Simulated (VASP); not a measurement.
Write the native input for VASP 6.6.1 that does the following.

* Task: single point
* Functional: r2SCAN
* Potentials or basis: VASP PAW PBE potentials, release 64 (Ti_sv, O)
* Cutoff: 520 eV
* k mesh: 12 × 12 × 12
* Occupations: gaussian, width 0.1 eV
* Spin: no spin polarisation
* Hubbard terms: Ti d U = 4.0 eV
* Dipole correction: no
* Further INCAR settings: ALGO = Normal; EDIFF = 1e-06; NBANDS = 36

TiO:

```
CELL_PARAMETERS angstrom
5.04049 0.00000 0.00000
-2.52025 4.36520 0.00000
0.00000 0.00000 2.87502
ATOMIC_POSITIONS crystal
Ti 0.66667 0.33333 0.50000
Ti 0.33333 0.66667 0.50000
Ti 0.00000 0.00000 0.00000
O 0.60914 0.60914 0.00000
O 0.39086 0.00000 0.00000
O 0.00000 0.39086 0.00000
```

This cell differs from its parent crystal: uniaxial strain along c: -1.0 %, then relaxed in part.

One way to write it, as run:

POSCAR

```
TiO
1.0
    5.0404939858      0.0000000000      0.0000000000
   -2.5202469929      4.3651958393      0.0000000000
    0.0000000000      0.0000000000      2.8750170239
Ti O
3 3
Direct
    0.6666666673      0.3333333363      0.5000000000
    0.3333333363      0.6666666673      0.5000000000
   -0.0000000029     -0.0000000029      0.0000000000
    0.6091380483      0.6091380483      0.0000000000
    0.3908619485      0.0000000025      0.0000000000
    0.0000000025      0.3908619485      0.0000000000
```

INCAR.step1

```
SYSTEM = TiO
PREC = Accurate ; ENCUT = 520
ISMEAR = 0 ; SIGMA = 0.1
LREAL = .False. ; LASPH = .True.
NELM = 150 ; LMAXMIX = 4
LDAU = .True. ; LDAUTYPE = 2
LDAUL = 2 -1 ; LDAUU = 4 0
LDAUJ = 0 0 ; NBANDS = 36
GGA = PE ; ALGO = Normal
EDIFF = 1E-4 ; LWAVE = .True.
LCHARG = .False.
```

INCAR.step2

```
SYSTEM = TiO
PREC = Accurate ; ENCUT = 520
EDIFF = 1E-6 ; ISMEAR = 0
SIGMA = 0.1 ; LREAL = .False.
LASPH = .True. ; NELM = 150
ALGO = Normal ; ISIF = 2
LWAVE = .False. ; LCHARG = .False.
LMAXMIX = 4 ; LDAU = .True.
LDAUTYPE = 2 ; LDAUL = 2 -1
LDAUU = 4 0 ; LDAUJ = 0 0
LDAUPRINT = 1 ; METAGGA = R2SCAN
LMIXTAU = .True. ; NBANDS = 36
ISTART = 1
```

KPOINTS

```
Automatic mesh
0
Gamma
  12 12 12
  0 0 0
```

Potentials or basis: VASP PAW PBE potentials, release 64 (Ti_sv, O).

The run is started by

```console
$ cat potpaw_PBE.64/Ti_sv/POTCAR potpaw_PBE.64/O/POTCAR > POTCAR
$ cp INCAR.step1 INCAR
$ mpirun -np 1 vasp_std > vasp.out
$ cp INCAR.step2 INCAR
$ mpirun -np 1 vasp_std > vasp.out
```

Results of the run:

| Property | Result |
| --- | --- |
| Pressure | 6.3 GPa |
| Largest force | 0.340 eV/Å |
| Band gap on the k mesh | zero (bands 27 and 28 overlap by 1.18 eV) |

Caveat: the cell differs from its parent crystal (uniaxial strain along c: -1.0 %, then relaxed in part); the cell stands under pressure; the PAW data sets were made with another functional, which shifts forces and pressure a little; U without spin polarisation on a metal has little footing.

Run time: 37 min on 1 thread of Oxide Virtual Turin-like Processor, with other jobs on the host, peak memory 0.33 GiB.
